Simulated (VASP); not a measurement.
# SnSe (Fm-3m) in VASP: notebook

Runs on SnSe. Level: LDA. Tasks: single point, relaxation of cell and atoms.

All numbers are computed with VASP 6.6.1; they aren't measurements. Logs are shortened: lines on timing, memory, paths and dates and some standing lists are left out, and cuts for length are marked.

### Step 1. The cell of the first run

Symmetry: Fm-3m, No. 225, cubic system. Conventional cell: a = 5.932 Å, b = 5.932 Å, c = 5.932 Å, α = 90.00°, β = 90.00°, γ = 90.00°. Sn (site symmetry m-3m) has 6 Se at 2.97 Å within 3.9 Å. Within 3.9 Å of Se (site symmetry m-3m) lie 6 Sn at 2.97 Å.

### Step 2. Single point, LDA (26.09 Å³/atom)

INCAR

```
SYSTEM = SnSe
  PREC = Accurate
  ENCUT = 520
  EDIFF = 1E-6
  ISMEAR = 0
  SIGMA = 0.01
  LREAL = .False.
  LASPH = .True.
  NELM = 100
  ALGO = Normal
  ISIF = 2
  LWAVE = .False.
  LCHARG = .False.
  GGA = CA
  NBANDS = 17
```

KPOINTS

```
regular mesh
0
Gamma
  8 8 8
  0 0 0
```

POSCAR

```
SnSe
1.0
    0.0000000000      2.9657741552      2.9657741552
    2.9657741552      0.0000000000      2.9657741552
    2.9657741552      2.9657741552      0.0000000000
Sn Se
1 1
Direct
    0.0000000000      0.0000000000      0.0000000000
    0.5000000000      0.5000000000      0.5000000000
```

Potentials or basis: VASP PAW LDA potentials, release 64 (Sn_d, Se).

Launch:

```console
cat potpaw_LDA.64/Sn_d/POTCAR potpaw_LDA.64/Se/POTCAR > POTCAR
mpirun -np 1 vasp_std > vasp.out
```

OUTCAR:

```text
SYSTEM = SnSe
   PREC = Accurate
   ENCUT = 520
   EDIFF = 1E-6
   ISMEAR = 0
   LREAL = .False.
   LASPH = .True.
   NELM = 100
   ISIF = 2
   GGA = CA

 ion  position               nearest neighbor table
   1  0.000  0.000  0.000-   2 2.97   2 2.97   2 2.97   2 2.97   2 2.97   2 2.97
   2  0.500  0.500  0.500-   1 2.97   1 2.97   1 2.97   1 2.97   1 2.97   1 2.97

  LATTYP: Found a face centered cubic cell.
 ALAT       =     5.9315483104

  Lattice vectors:

 A1 = (   0.0000000000,   2.9657741552,   2.9657741552)
 A2 = (   2.9657741552,   0.0000000000,   2.9657741552)
 A3 = (   2.9657741552,   2.9657741552,   0.0000000000)

Analysis of symmetry for initial positions (statically):
=====================================================================
 Subroutine PRICEL returns:
 Original cell was already a primitive cell.

 Routine SETGRP: Setting up the symmetry group for a
 face centered cubic supercell.

 Subroutine GETGRP returns: Found 48 space group operations
 (whereof 48 operations were pure point group operations)
 out of a pool of 48 trial point group operations.

The static configuration has the point symmetry O_h .

Analysis of symmetry for dynamics (positions and initial velocities):
=====================================================================
 Subroutine PRICEL returns:
 Original cell was already a primitive cell.

 Routine SETGRP: Setting up the symmetry group for a
 face centered cubic supercell.

 Subroutine GETGRP returns: Found 48 space group operations
 (whereof 48 operations were pure point group operations)
 out of a pool of 48 trial point group operations.

The dynamic configuration has the point symmetry O_h .

 Subroutine INISYM returns: Found 48 space group operations
 (whereof 48 operations are pure point group operations),
 and found     1 'primitive' translations

----------------------------------------------------------------------------------------

                                     Primitive cell

  volume of cell :      52.1728

  direct lattice vectors                    reciprocal lattice vectors
     0.000000000  2.965774155  2.965774155    -0.168590046  0.168590046  0.168590046
     2.965774155  0.000000000  2.965774155     0.168590046 -0.168590046  0.168590046
     2.965774155  2.965774155  0.000000000     0.168590046  0.168590046 -0.168590046

  length of vectors
     4.194238033  4.194238033  4.194238033     0.292006525  0.292006525  0.292006525

  position of ions in fractional coordinates (direct lattice)
     0.000000000  0.000000000  0.000000000
[... 78 lines left out ...]
   EDIFF  = 0.1E-05   stopping-criterion for ELM
   LREAL  =      F    real-space projection
   EDIFFG = 0.1E-04   stopping-criterion for IOM
   NSW    =      0    number of steps for IOM
   IBRION =     -1    ionic relax: 0-MD 1-quasi-New 2-CG
   NFREE  =      0    steps in history (QN), initial steepest desc. (CG)
   ISIF   =      2    stress and relaxation
   ISYM   =      2    0-nonsym 1-usesym 2-fastsym
   POTIM  = 0.5000    time-step for ionic-motion
   TEBEG  =    0.0;   TEEND  =   0.0 temperature during run
   PSTRESS=    0.0 pullay stress
   NELECT =      20.0000    total number of electrons
   NUPDOWN=      -1.0000    fix difference up-down
   EMIN   =  10.00;   EMAX   =-10.00  energy-range for DOS
   EFERMI =   0.00;   METHOD = LEGACY
   ISMEAR =     0;   SIGMA  =   0.01  broadening in eV -4-tet -1-fermi 0-gaus
   EFERMI_NEDOS =   21; number of points for ismear=-14 and -15
   IALGO  =     38    algorithm
   IMIX   =      4    mixing-type and parameters
     AMIX     =   0.40;   BMIX     =  1.00
     AMIX_MAG =   1.60;   BMIX_MAG =  1.00
  volume/ion in A,a.u.               =      26.09       176.04
  Fermi-wavevector in a.u.,A,eV,Ry     =   1.189242  2.247341 19.242659  1.414296
  Thomas-Fermi vector in A             =   2.325353
   LORBIT       =      0    0 simple, 1 ext, 2 COOP (PROOUT), +10 PAW based schemes
   GGA     = CA    functional components
   LHFCALC =     F    Hartree Fock is set to
   AEXX    =    0.0000 exact exchange contribution
   IVDW    =     0    specifies the selected vdW correction
   LEPSILON=     F    determine dielectric tensor
   LRPA    =     F    only Hartree local field effects (RPA)
 non-spin polarized calculation
 Gauss-broadening in eV      SIGMA  =   0.01
  energy-cutoff  :      520.00
  volume of cell :       52.17
 maximum number of plane-waves:      1424
   NGX = 15   NGY = 15   NGZ = 15

 number of electron      20.0000007 magnetization

 Free energy of the ion-electron system (eV)
  ---------------------------------------------------
  ext. energy  EPLUGINS =         0.00000000
  ---------------------------------------------------
  free energy    TOTEN  =        -9.50696223 eV

  energy without entropy =       -9.50696223  energy(sigma->0) =       -9.50696223

 E-fermi :   5.8608     XC(G=0): -10.0804

 val. band max:        5.8065725568   @ k =   0.5000   0.0000   0.0000
 cond. band min:       6.5602998780   @ k =  -0.3750   0.1250   0.0000
 fundamental gap:      0.7537273213
 Fermi energy:         5.8608331841

 k-point     1 :       0.0000    0.0000    0.0000
  band No.  band energies     occupation
      1     -15.5611      2.00000
      2     -15.5611      2.00000
      3     -15.5570      2.00000
      4     -15.5570      2.00000
      5     -15.5570      2.00000
      6      -8.2443      2.00000
[... 457 lines left out ...]
      4     -15.5465      2.00000
      5     -15.5400      2.00000
      6      -7.0373      2.00000
[... 9 lines left out ...]
     16      16.8240      0.00000
     17      16.9136      0.00000

 [... further k-points ...]

------------------------ aborting loop because EDIFF is reached ----------------------------------------

  FORCE on cell =-STRESS in cart. coord.  units (eV):
  Direction    XX          YY          ZZ          XY          YZ          ZX
  --------------------------------------------------------------------------------------
  -------------------------------------------------------------------------------------
  Total       -0.3297580     -0.3297580     -0.3297580      0.0000000      0.0000000      0.0000000
  in kB      -10.1265559    -10.1265559    -10.1265559      0.0000000      0.0000000      0.0000000
  external PRESSURE =     -10.1265559 kB  Pullay stress =       0.0000000 kB

 VOLUME and BASIS-vectors are now :
 -----------------------------------------------------------------------------
  energy-cutoff  :      520.00
  volume of cell :       52.17
      direct lattice vectors                 reciprocal lattice vectors
     0.000000000  2.965774155  2.965774155    -0.168590046  0.168590046  0.168590046
     2.965774155  0.000000000  2.965774155     0.168590046 -0.168590046  0.168590046
     2.965774155  2.965774155  0.000000000     0.168590046  0.168590046 -0.168590046

 POSITION                                       TOTAL-FORCE (eV/Angst)
 -----------------------------------------------------------------------------------
      0.00000      0.00000      0.00000        -0.000000     -0.000000     -0.000000
      2.96577      2.96577      2.96577         0.000000      0.000000      0.000000
 -----------------------------------------------------------------------------------
    total drift:                                0.000000     -0.000000     -0.000000

  FREE ENERGIE OF THE ION-ELECTRON SYSTEM (eV)
  ---------------------------------------------------
  free  energy   TOTEN  =        -9.5069622283 eV

  energy  without entropy=       -9.5069622283  energy(sigma->0) =       -9.50696223
```

OSZICAR:

```text
N       E                     dE             d eps       ncg     rms          rms(c)
DAV:   1     0.130676825273E+03    0.13068E+03   -0.99386E+03   995   0.147E+03
DAV:   2     0.244255263211E+01   -0.12823E+03   -0.12405E+03  1034   0.344E+02
DAV:   3    -0.938091894583E+01   -0.11823E+02   -0.11739E+02  1220   0.911E+01
DAV:   4    -0.966851090390E+01   -0.28759E+00   -0.28740E+00  1179   0.150E+01
DAV:   5    -0.967768990278E+01   -0.91790E-02   -0.91786E-02  1434   0.260E+00    0.339E+00
DAV:   6    -0.951512178604E+01    0.16257E+00   -0.38843E-01  1451   0.379E+00    0.207E+00
DAV:   7    -0.950842001129E+01    0.67018E-02   -0.61003E-02  1185   0.113E+00    0.945E-01
DAV:   8    -0.950710427310E+01    0.13157E-02   -0.59432E-03  1170   0.662E-01    0.733E-02
DAV:   9    -0.950696046739E+01    0.14381E-03   -0.10449E-03  1429   0.249E-01    0.389E-02
DAV:  10    -0.950696151202E+01   -0.10446E-05   -0.86012E-05  1155   0.553E-02    0.808E-03
DAV:  11    -0.950696222829E+01   -0.71627E-06   -0.58928E-06  1254   0.179E-02
   1 F= -.95069622E+01 E0= -.95069622E+01  d E =-.720525E-17
```

stdout:

```text
POSCAR found type information on POSCAR SnSe
 POSCAR found :  2 types and       2 ions
 scaLAPACK will be used
 LDA part: xc-table for (Slater(with rela. corr.)+CA(PZ))
 , standard interpolation
 POSCAR, INCAR and KPOINTS ok, starting setup
 FFT: planning ... GRIDC
 FFT: planning ... GRID_SOFT
 FFT: planning ... GRID
 WAVECAR not read
 entering main loop
```

It took 6.6 s on 1 thread of Intel Xeon 6975P-C (Granite Rapids), shared host; peak memory 0.16 GiB.

What came out:

```yaml
Free_energy: -9.5070 eV
Pressure: -1.0 GPa
Band_gap_on_the_k_mesh: 0.75 eV (least direct gap 0.82 eV)
```

Levels at points of the mesh, in eV from the valence-band top:
| k point | band 7 | band 8 | band 9 | band 10 | band 11 | band 12 | band 13 | band 14 |
| --- | --- | --- | --- | --- | --- | --- | --- | --- |
| (0.00, 0.00, 0.00) | -4.91 | -2.17 | -2.17 | -2.17 | 4.51 | 4.51 | 4.51 | 5.94 |
| (0.50, 0.00, 0.00) | -8.21 | -1.90 | -1.90 | 0.00 | 0.82 | 1.29 | 1.29 | 8.41 |
| (0.50, 0.50, 0.00) | -5.99 | -5.66 | -3.71 | -3.71 | 2.97 | 5.63 | 5.63 | 6.29 |

Caveat: spin-orbit coupling is left out, which moves the levels of the heavy elements. A k mesh can miss the band edges.

### Step 3. Relaxation of cell and atoms, LDA, target pressure 3 GPa, at which the enthalpy is minimised

This run uses another cell than the first one, of 25.57 Å³/atom.

INCAR

```
PREC     = Accurate       # precision mode
ENCUT    = 600            # plane-wave cutoff, eV
EDIFF    = 1E-6           # SCF threshold, eV
ISMEAR   = 0              # smearing method
SIGMA    = 0.01           # smearing width, eV
LREAL    = F              # projectors in reciprocal space
LASPH    = T              # aspherical terms in the spheres
NELM     = 100            # most SCF steps
ALGO     = Normal         # electronic algorithm
ISIF     = 3              # what is computed and relaxed
LWAVE    = F              # write WAVECAR
LCHARG   = F              # write CHGCAR
GGA      = CA             # functional
IBRION   = 2              # ionic algorithm
NSW      = 80             # ionic steps
EDIFFG   = -0.001         # ionic threshold
PSTRESS  = 30.0
```

KPOINTS

```
regular mesh
0
Gamma
  8 8 8
```

POSCAR

```
SnSe
1.0
    0.0000000000      2.9462619182      2.9462619182
    2.9462619182      0.0000000000      2.9462619182
    2.9462619182      2.9462619182      0.0000000000
Sn Se
1 1
Direct
    0.0000000000      0.0000000000      0.0000000000
    0.5000000000      0.5000000000      0.5000000000
```

Potentials or basis: VASP PAW LDA potentials, release 64 (Sn_d, Se).

Launch:

```console
cat potpaw_LDA.64/Sn_d/POTCAR potpaw_LDA.64/Se/POTCAR > POTCAR
mpirun -np 1 vasp_std > vasp.out
```

Wall time 54 s (1 thread of Intel Xeon 6975P-C (Granite Rapids), shared host); peak memory 0.19 GiB.

It converged, with:

```
Free energy                                                : -9.4894 eV
Relaxed volume                                             : 24.50 Å³/atom
Relaxed cell                                               : a = 4.108 Å, b = 4.108 Å, c = 4.108 Å, α = 60.00°, β = 60.00°, γ = 60.00°
Space group after relaxing (to 0.1 Å)                      : Fm-3m (No. 225)
Energy change on relaxing (the run minimises the enthalpy) : +10.2 meV/atom
Ionic steps                                                : 20
Pressure after relaxing                                    : 3.0 GPa
Band gap on the k mesh                                     : 0.70 eV (least direct gap 0.89 eV)
```

Step by step:
```tsv
step	energy change (eV)	largest force (eV/Å)	pressure (GPa)	volume (Å³)
1	0.0000	0.0000	0.17	51.15
2	0.0477	0.0000	4.82	47.88
3	0.0203	0.0000	3.04	49.01
4	0.0195	0.0000	2.94	49.05
5	0.0196	0.0000	2.93	49.05
6	0.0196	0.0000	2.92	49.05
7	0.0196	0.0000	2.95	49.05
8	0.0196	0.0000	2.95	49.05
9	0.0196	0.0000	2.95	49.05
10	0.0196	0.0000	2.95	49.05
11	0.0196	0.0000	2.95	49.05
12	0.0197	0.0000	2.95	49.05
13	0.0197	0.0000	2.95	49.05
14	0.0197	0.0000	2.94	49.04
15	0.0198	0.0000	2.98	49.04
16	0.0200	0.0000	2.98	49.03
17	0.0204	0.0000	3.01	49.01
18	0.0203	0.0000	2.99	49.01
19	0.0203	0.0000	2.97	49.01
20	0.0204	0.0000	2.99	49.01
```

Final structure:
```
CELL_PARAMETERS angstrom
0.00000 2.90456 2.90456
2.90456 0.00000 2.90456
2.90456 2.90456 0.00000
ATOMIC_POSITIONS crystal
Sn 0.00000 0.00000 0.00000
Se 0.50000 0.50000 0.50000
```

Levels at points of the mesh, in eV from the valence-band top:
```tsv
k point	band 7	band 8	band 9	band 10	band 11	band 12	band 13	band 14
(0.00, 0.00, 0.00)	-4.78	-2.46	-2.46	-2.46	4.65	4.65	4.65	5.76
(0.50, 0.00, 0.00)	-8.67	-2.17	-2.17	-0.15	0.98	1.13	1.13	8.49
(0.50, 0.50, 0.00)	-6.22	-6.12	-4.13	-4.13	2.64	5.90	5.90	6.61
```

Caveat: the cell is relaxed towards a set pressure, so the run minimises the enthalpy, not the energy; spin-orbit coupling is left out, which moves the levels of the heavy elements. LDA usually gives volumes a few per cent too small.

### Step 4. Single point, LDA

This run uses another cell than the first one, of 25.18 Å³/atom.

INCAR

```
PREC = Accurate
ENCUT = 520
EDIFF = 1E-7
ISMEAR = 0
SIGMA = 0.01
LREAL = False
LASPH = True
NELM = 100
ALGO = Normal
ISIF = 2
LWAVE = False
LCHARG = False
NBANDS = 17
```

KPOINTS

```
Automatic mesh
0
Gamma
  8 8 8
```

POSCAR

```
SnSe
1.0
    0.0000000000      2.9310213260      2.9310213260
    2.9310213260      0.0000000000      2.9310213260
    2.9310213260      2.9310213260      0.0000000000
Sn Se
1 1
Direct
    0.0000000000      0.0000000000      0.0000000000
    0.5000000000      0.5000000000      0.5000000000
```

Launch:

```console
cat potpaw_LDA.64/Sn_d/POTCAR potpaw_LDA.64/Se/POTCAR > POTCAR
mpirun -np 1 vasp_std > vasp.out
```

Run time: 36 s. Hardware: 1 thread of Intel Xeon 8259CL, shared host; peak memory 0.16 GiB.

Results (log left out):

```yaml
Free_energy: -9.5065 eV
Pressure: 1.1 GPa
Band_gap_on_the_k_mesh: 0.74 eV (least direct gap 0.93 eV)
```

Levels at points of the mesh, in eV from the valence-band top:
| k point | band 7 | band 8 | band 9 | band 10 | band 11 | band 12 | band 13 | band 14 |
| --- | --- | --- | --- | --- | --- | --- | --- | --- |
| (0.00, 0.00, 0.00) | -4.82 | -2.31 | -2.31 | -2.31 | 4.61 | 4.61 | 4.61 | 5.86 |
| (0.50, 0.00, 0.00) | -8.45 | -2.03 | -2.03 | -0.06 | 0.93 | 1.22 | 1.22 | 8.47 |
| (0.50, 0.50, 0.00) | -6.04 | -5.95 | -3.92 | -3.92 | 2.81 | 5.80 | 5.80 | 6.49 |

Caveat: spin-orbit coupling is left out, which moves the levels of the heavy elements. A k mesh can miss the band edges.

### Step 5. Relaxation of cell and atoms, LDA, target pressure 1 GPa, at which the enthalpy is minimised

This run uses another cell than the first one, of 25.57 Å³/atom.

INCAR

```
PREC     = Accurate       # precision mode
ENCUT    = 600            # plane-wave cutoff, eV
EDIFF    = 1E-7           # SCF threshold, eV
ISMEAR   = 0              # smearing method
SIGMA    = 0.01           # smearing width, eV
LREAL    = False          # projectors in reciprocal space
LASPH    = True           # aspherical terms in the spheres
NELM     = 60             # most SCF steps
ALGO     = Normal         # electronic algorithm
ISIF     = 3              # what is computed and relaxed
LWAVE    = False          # write WAVECAR
LCHARG   = False          # write CHGCAR
GGA      = CA             # functional
IBRION   = 2              # ionic algorithm
NSW      = 80             # ionic steps
EDIFFG   = -0.001         # ionic threshold
PSTRESS  = 10.0
```

KPOINTS is that of step 4.

POSCAR

```
SnSe
1.0
    0.0000000000      2.9462619150      2.9462619150
    2.9462619150      0.0000000000      2.9462619150
    2.9462619150      2.9462619150      0.0000000000
Sn Se
1 1
Direct
    0.0000000000      0.0000000000      0.0000000000
    0.5000000000      0.5000000000      0.5000000000
```

Launch:

```console
cat potpaw_LDA.64/Sn_d/POTCAR potpaw_LDA.64/Se/POTCAR > POTCAR
mpirun -np 1 vasp_std > vasp.out
```

Run time: 1.7 min. Hardware: 1 thread of Intel Xeon 8259CL, shared host; peak memory 0.2 GiB.

The run converged. Its results:

* Free energy: -9.5074 eV
* Relaxed volume: 25.23 Å³/atom
* Relaxed cell: a = 4.148 Å, b = 4.148 Å, c = 4.148 Å, α = 60.00°, β = 60.00°, γ = 60.00°
* Space group after relaxing (to 0.1 Å): Fm-3m (No. 225)
* Energy change on relaxing (the run minimises the enthalpy): +1.2 meV/atom
* Ionic steps: 3
* Pressure after relaxing: 1.0 GPa
* Band gap on the k mesh: 0.75 eV (least direct gap 0.93 eV)

The path:
```
step  energy change (eV)  largest force (eV/Å)  pressure (GPa)  volume (Å³)
   1              0.0000                0.0000            0.13        51.15
   2              0.0049                0.0000            1.43        50.13
   3              0.0024                0.0000            1.00        50.46
```

Final structure:
```xyz
2
Lattice="0.0000 2.9330 2.9330 2.9330 0.0000 2.9330 2.9330 2.9330 0.0000" Properties=species:S:1:pos:R:3 pbc="T T T"
Sn    0.0000    0.0000    0.0000
Se    2.9330    2.9330    2.9330
```

Levels at points of the mesh, in eV from the valence-band top:
| k point | band 8 | band 9 | band 10 | band 11 | band 12 | band 13 |
| --- | --- | --- | --- | --- | --- | --- |
| (0.00, 0.00, 0.00) | -2.30 | -2.30 | -2.30 | 4.61 | 4.61 | 4.61 |
| (0.50, 0.00, 0.00) | -2.02 | -2.02 | -0.06 | 0.93 | 1.23 | 1.23 |
| (0.50, 0.50, 0.00) | -5.93 | -3.91 | -3.91 | 2.82 | 5.79 | 5.79 |

Caveat: the cell is relaxed towards a set pressure, so the run minimises the enthalpy, not the energy; spin-orbit coupling is left out, which moves the levels of the heavy elements.

### Step 6. The runs side by side

```csv
task,cell,cutoff (eV),gap on the mesh (eV),pressure (GPa)
single point,"a = 4.194 Å, angles 60.0°, 2 atoms",520,0.75,-1.0
relaxation of cell and atoms,"relaxed to 3 GPa from a = 4.167 Å, angles 60.0°, 2 atoms",600,0.70,3.0
single point,"a = 4.145 Å, angles 60.0°, 2 atoms",520,0.74,1.1
relaxation of cell and atoms,"relaxed to 1 GPa from a = 4.167 Å, angles 60.0°, 2 atoms",600,0.75,1.0
```

Alike in all rows: level LDA; potentials or basis VASP PAW LDA potentials, release 64 (Sn_d, Se); no spin polarisation; k mesh 8 × 8 × 8; smearing gaussian 0.01 eV.

Caveats: spin-orbit coupling is left out, which moves the levels of the heavy elements; the cell is relaxed towards a set pressure, so the run minimises the enthalpy, not the energy (at least some runs).

Absolute energies hang on the potentials; compare differences alone.
